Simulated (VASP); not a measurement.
# In3Se (Pm-3m) in VASP: a series of runs

Aim: see how the results for In3Se move with the level of theory and the settings. Levels: PBEsol+D3(BJ), PBEsol+D4. Tasks: single point.

All numbers are computed with VASP 6.6.1; they aren't measurements. Logs are shortened: lines on timing, memory, paths and dates and some standing lists are left out, and cuts for length are marked.

## Step 1: The cell of the first run

It takes space group Pm-3m (No. 221, cubic). Conventional cell: a = 4.601 Å, b = 4.601 Å, c = 4.601 Å, α = 90.00°, β = 90.00°, γ = 90.00°. In (site symmetry 4/mmm) has 8 In at 3.25 Å and 4 Se at 3.25 Å within 4.3 Å. Within 4.3 Å of Se (site symmetry m-3m) lie 12 In at 3.25 Å.

## Step 2: Single point, PBEsol+D3(BJ)

Input file INCAR:

```
SYSTEM = In3Se
PREC = Accurate
ENCUT = 520
EDIFF = 1E-6
ISMEAR = -1
SIGMA = 0.05
LREAL = .FALSE.
LASPH = .TRUE.
NELM = 80
ALGO = Normal
ISIF = 2
LWAVE = .FALSE.
LCHARG = .TRUE.
GGA = PS
IVDW = 12
LELF = .TRUE.
LVHAR = .TRUE.
NBANDS = 30
```

Input file KPOINTS:

```
Automatic mesh
0
G
  6 6 6
  0 0 0
```

Input file POSCAR:

```
In3Se
1.0
    4.6008598647      0.0000000000      0.0000000000
    0.0000000000      4.6008598647      0.0000000000
    0.0000000000      0.0000000000      4.6008598647
In Se
3 1
Direct
    0.5000000000      0.5000000000      0.0000000000
    0.5000000000      0.0000000000      0.5000000000
    0.0000000000      0.5000000000      0.5000000000
    0.0000000000      0.0000000000      0.0000000000
```

Potentials or basis: VASP PAW PBE potentials, release 64 (In_d, Se).

Command:

```sh
$ cat potpaw_PBE.64/In_d/POTCAR potpaw_PBE.64/Se/POTCAR > POTCAR
$ mpirun -np 1 vasp_std > vasp.out
```

OUTCAR:

```text
SYSTEM = In3Se
   PREC = Accurate
   ENCUT = 520
   EDIFF = 1E-6
   ISMEAR = -1
   LREAL = .FALSE.
   LASPH = .TRUE.
   NELM = 80
   ISIF = 2
   GGA = PS
   IVDW = 12
 IVDW          = 12

 ion  position               nearest neighbor table
   1  0.500  0.500  0.000-   2 3.25   3 3.25   4 3.25   2 3.25   3 3.25   2 3.25   4 3.25   2 3.25
                             3 3.25   4 3.25   3 3.25   4 3.25
   2  0.500  0.000  0.500-   1 3.25   3 3.25   4 3.25   1 3.25   4 3.25   1 3.25   3 3.25   1 3.25
                             3 3.25   4 3.25   4 3.25   3 3.25
   3  0.000  0.500  0.500-   1 3.25   2 3.25   4 3.25   1 3.25   4 3.25   2 3.25   4 3.25   4 3.25
                             1 3.25   2 3.25   1 3.25   2 3.25
   4  0.000  0.000  0.000-   1 3.25   2 3.25   3 3.25   2 3.25   3 3.25   1 3.25   3 3.25   3 3.25
                             1 3.25   2 3.25   2 3.25   1 3.25

  LATTYP: Found a simple cubic cell.
 ALAT       =     4.6008598647

  Lattice vectors:

 A1 = (   4.6008598647,   0.0000000000,   0.0000000000)
 A2 = (   0.0000000000,   4.6008598647,   0.0000000000)
 A3 = (   0.0000000000,   0.0000000000,   4.6008598647)

Analysis of symmetry for initial positions (statically):
=====================================================================
 Subroutine PRICEL returns:
 Original cell was already a primitive cell.

 Routine SETGRP: Setting up the symmetry group for a
 simple cubic supercell.

 Subroutine GETGRP returns: Found 48 space group operations
 (whereof 48 operations were pure point group operations)
 out of a pool of 48 trial point group operations.

The static configuration has the point symmetry O_h .

Analysis of symmetry for dynamics (positions and initial velocities):
=====================================================================
 Subroutine PRICEL returns:
 Original cell was already a primitive cell.

 Routine SETGRP: Setting up the symmetry group for a
 simple cubic supercell.

 Subroutine GETGRP returns: Found 48 space group operations
 (whereof 48 operations were pure point group operations)
 out of a pool of 48 trial point group operations.

The dynamic configuration has the point symmetry O_h .

 Subroutine INISYM returns: Found 48 space group operations
 (whereof 48 operations are pure point group operations),
 and found     1 'primitive' translations

----------------------------------------------------------------------------------------

                                     Primitive cell

  volume of cell :      97.3906
[... 88 lines left out ...]
   EDIFF  = 0.1E-05   stopping-criterion for ELM
   LREAL  =      F    real-space projection
   EDIFFG = 0.1E-04   stopping-criterion for IOM
   NSW    =      0    number of steps for IOM
   IBRION =     -1    ionic relax: 0-MD 1-quasi-New 2-CG
   NFREE  =      0    steps in history (QN), initial steepest desc. (CG)
   ISIF   =      2    stress and relaxation
   ISYM   =      2    0-nonsym 1-usesym 2-fastsym
   POTIM  = 0.5000    time-step for ionic-motion
   TEBEG  =    0.0;   TEEND  =   0.0 temperature during run
   PSTRESS=    0.0 pullay stress
   NELECT =      45.0000    total number of electrons
   NUPDOWN=      -1.0000    fix difference up-down
   EMIN   =  10.00;   EMAX   =-10.00  energy-range for DOS
   EFERMI =   0.00;   METHOD = LEGACY
   ISMEAR =    -1;   SIGMA  =   0.05  broadening in eV -4-tet -1-fermi 0-gaus
   EFERMI_NEDOS =   21; number of points for ismear=-14 and -15
   IALGO  =     38    algorithm
   IMIX   =      4    mixing-type and parameters
     AMIX     =   0.40;   BMIX     =  1.00
     AMIX_MAG =   1.60;   BMIX_MAG =  1.00
  volume/ion in A,a.u.               =      24.35       164.31
  Fermi-wavevector in a.u.,A,eV,Ry     =   1.265630  2.391693 21.794065  1.601819
  Thomas-Fermi vector in A             =   2.398873
   LORBIT       =      0    0 simple, 1 ext, 2 COOP (PROOUT), +10 PAW based schemes
   GGA     = PS    functional components
   LHFCALC =     F    Hartree Fock is set to
   AEXX    =    0.0000 exact exchange contribution
   IVDW    =    12    specifies the selected vdW correction
   LEPSILON=     F    determine dielectric tensor
   LRPA    =     F    only Hartree local field effects (RPA)
 non-spin polarized calculation
  energy-cutoff  :      520.00
  volume of cell :       97.39
 maximum number of plane-waves:      2638
 NGX is ok and might be reduce to    36
   NGX = 17   NGY = 17   NGZ = 17

 number of electron      44.9999964 magnetization

 Free energy of the ion-electron system (eV)
  ---------------------------------------------------
  ext. energy  EPLUGINS =         0.00000000
  ---------------------------------------------------
  free energy    TOTEN  =       -13.21451263 eV

  energy without entropy =      -13.20578207  energy(sigma->0) =      -13.21014735

 E-fermi :   7.2211     XC(G=0): -10.5064

 val. band max:        7.1487686535   @ k =   0.5000   0.1667   0.0000
 cond. band min:       7.3185007357   @ k =   0.1667   0.1667   0.0000
 fundamental gap:      0.1697320822
 Fermi energy:         7.2210577154

 k-point     1 :       0.0000    0.0000    0.0000
  band No.  band energies     occupation
      1      -7.6803      2.00000
      2      -7.6283      2.00000
      3      -7.6283      2.00000
      4      -7.6283      2.00000
      5      -7.4665      2.00000
      6      -7.4665      2.00000
[... 649 lines left out ...]
     29      16.1125      0.00000
     30      16.4724      0.00000

------------------------ aborting loop because EDIFF is reached ----------------------------------------

 Edisp (eV)   -1.46695

 E8    (eV) :    -1.0327

  FORCE on cell =-STRESS in cart. coord.  units (eV):
  Direction    XX          YY          ZZ          XY          YZ          ZX
  --------------------------------------------------------------------------------------
  -------------------------------------------------------------------------------------
  Total      -0.17773    -0.17773    -0.17773    -0.00000     0.00000    -0.00000
  in kB      -2.92386    -2.92386    -2.92386    -0.00000     0.00000    -0.00000
  external pressure =       -2.92 kB  Pullay stress =        0.00 kB

 VOLUME and BASIS-vectors are now :
 -----------------------------------------------------------------------------
  energy-cutoff  :      520.00
  volume of cell :       97.39
      direct lattice vectors                 reciprocal lattice vectors
     4.600859865  0.000000000  0.000000000     0.217350676  0.000000000  0.000000000
     0.000000000  4.600859865  0.000000000     0.000000000  0.217350676  0.000000000
     0.000000000  0.000000000  4.600859865     0.000000000  0.000000000  0.217350676

 POSITION                                       TOTAL-FORCE (eV/Angst)
 -----------------------------------------------------------------------------------
      2.30043      2.30043      0.00000         0.000000      0.000000      0.000000
      2.30043      0.00000      2.30043         0.000000      0.000000      0.000000
      0.00000      2.30043      2.30043         0.000000      0.000000      0.000000
      0.00000      0.00000      0.00000         0.000000      0.000000      0.000000
 -----------------------------------------------------------------------------------
    total drift:                                0.000000      0.000000      0.000000

  FREE ENERGIE OF THE ION-ELECTRON SYSTEM (eV)
  ---------------------------------------------------
  free  energy   TOTEN  =       -14.6814605543 eV

  energy  without entropy=      -14.6727299871  energy(sigma->0) =      -14.67709527
```

Run time: 58 s. Hardware: 1 thread of Intel Xeon Platinum 8259CL at 2.50GHz (Skylake/Cascade Lake), shared host; peak memory 0.23 GiB.

What came out:

```
Free energy                : -14.6815 eV
Pressure                   : -0.3 GPa
Dispersion energy per atom : -0.367 eV
```

Levels at points of the mesh, in eV from the Fermi level:
| k point | band 20 | band 21 | band 22 | band 23 | band 24 | band 25 | band 26 | band 27 |
| --- | --- | --- | --- | --- | --- | --- | --- | --- |
| (0.00, 0.00, 0.00) | -3.84 | -2.05 | -2.05 | 1.19 | 1.19 | 1.19 | 4.46 | 4.46 |
| (0.50, 0.00, 0.00) | -2.86 | -1.28 | -1.16 | -0.32 | -0.32 | 1.16 | 4.12 | 4.12 |
| (0.50, 0.50, 0.00) | -2.25 | -1.08 | -0.53 | -0.53 | 1.67 | 1.70 | 1.70 | 1.98 |
| (0.50, 0.50, 0.50) | -4.47 | -4.47 | -4.47 | -3.74 | 3.42 | 3.42 | 3.42 | 8.75 |

Caveat: three body term missing; the PAW data sets were made with another functional, which shifts forces and pressure a little; spin-orbit coupling is left out, which moves the levels of the heavy elements; pairwise dispersion overbinds metals, which lowers pressure and volume.

[end of part 1 of 2]
